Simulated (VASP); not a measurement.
K2S:

```
K S
1.0
     0.00000    3.73063    3.73063
     3.73063    0.00000    3.73063
     3.73063    3.73063    0.00000
K S
2 1
Direct
  0.25000 0.25000 0.25000
  0.75000 0.75000 0.75000
  0.00000 0.00000 0.00000
```

* Program: VASP 6.6.1
* Task: relaxation of cell and atoms
* Functional: LDA
* Potentials or basis: VASP PAW LDA potentials, release 64 (K_sv, S)
* Cutoff: 500 eV
* k mesh: 6 × 6 × 6
* Occupations: fermi-dirac, width 0.02 eV
* Spin: no spin polarisation

At the start: pressure -2.0 GPa; volume 34.61 Å³/atom.

**Question.** How do energy, volume and symmetry change on relaxing?

**Answer.** Over 4 steps the energy falls by 24.3 meV/atom and the volume is 31.09 Å³/atom (-10.2 %); space group Fm-3m (No. 225, to 0.1 Å) before and after.

The path:
```
step  energy change (eV)  largest force (eV/Å)  pressure (GPa)  volume (Å³)
   1              0.0000                0.0000           -2.00       103.84
   2             -0.0599                0.0000           -0.95        97.48
   3             -0.0727                0.0000           -0.08        93.60
   4             -0.0728                0.0000            0.01        93.26
```

Final structure:
```
K S
1.0
     0.00000    3.59934    3.59934
     3.59934    0.00000    3.59934
     3.59934    3.59934    0.00000
K S
2 1
Cartesian
  1.7997 1.7997 1.7997
  5.3990 5.3990 5.3990
  3.5993 0.0000 3.5993
```
